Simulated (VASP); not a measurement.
Wanted: the native input for a VASP 6.6.1 run.

```
Task                   : single point
Functional             : PBE
Potentials or basis    : VASP PAW PBE potentials, release 64 (Mg, Ti_sv, N)
Cutoff                 : 520 eV
k mesh                 : 8 × 4 × 4
Occupations            : gaussian, width 0.2 eV
Spin                   : no spin polarisation
Dipole correction      : no
Further INCAR settings : ALGO = Normal; EDIFF = 1e-07; NBANDS = 53
```

The structure of MgTi2N3 lies in POSCAR:

```
MgTi2N3
1.0
    1.5059742888     -2.6080568499      0.0003909305
   -4.5129962820     -2.6051950856      0.0003568472
   -0.0000582787      0.0011221379     -7.4928169835
Mg Ti N
2 4 6
Direct
    0.4999947214      0.4999968934      0.4999574734
    1.0000192261     -0.0000016129      0.5000149834
    0.4999169447      0.8340198133      0.8339002621
   -0.0000409917      0.3340582056      0.8338751302
    0.0000422272      0.6659804746      0.1661130740
    0.5000752833      0.1659447565      0.1661301327
    0.5000751040      0.8335089055      0.3191963323
    0.0000643563      0.3335093192      0.3192079226
   -0.0000545677      0.6664811821      0.6808025313
    0.4999315508      0.1665062537      0.6807875543
    0.4999800008      0.4999947504      1.0000070749
    0.9999961445      0.0000010583      1.0000075288
```

These files were run (other wordings do the same):

INCAR

```
SYSTEM = MgTi2N3
  PREC = Accurate
  ENCUT = 520
  EDIFF = 1E-7
  ISMEAR = 0
  SIGMA = 0.2
  LREAL = .FALSE.
  LASPH = .TRUE.
  NELM = 60
  ALGO = Normal
  ISIF = 2
  LWAVE = .FALSE.
  LCHARG = .FALSE.
  GGA = PE
  NBANDS = 53
```

KPOINTS

```
Automatic mesh
0
G
  8 4 4
  0 0 0
```

Potentials or basis: VASP PAW PBE potentials, release 64 (Mg, Ti_sv, N).

Launch:

```console
$ cat potpaw_PBE.64/Mg/POTCAR potpaw_PBE.64/Ti_sv/POTCAR potpaw_PBE.64/N/POTCAR > POTCAR
$ mpirun -np 1 vasp_std > vasp.out
```

It gave:

```json
{
 "Pressure": "0.0 GPa",
 "Largest force": "0.043 eV/Å",
 "Band gap on the k mesh": "zero (bands 41 and 42 overlap by 1.77 eV)"
}
```

It took 14 min on 1 thread of AMD EPYC 7R13, with other jobs on the host, peak memory 0.41 GiB.
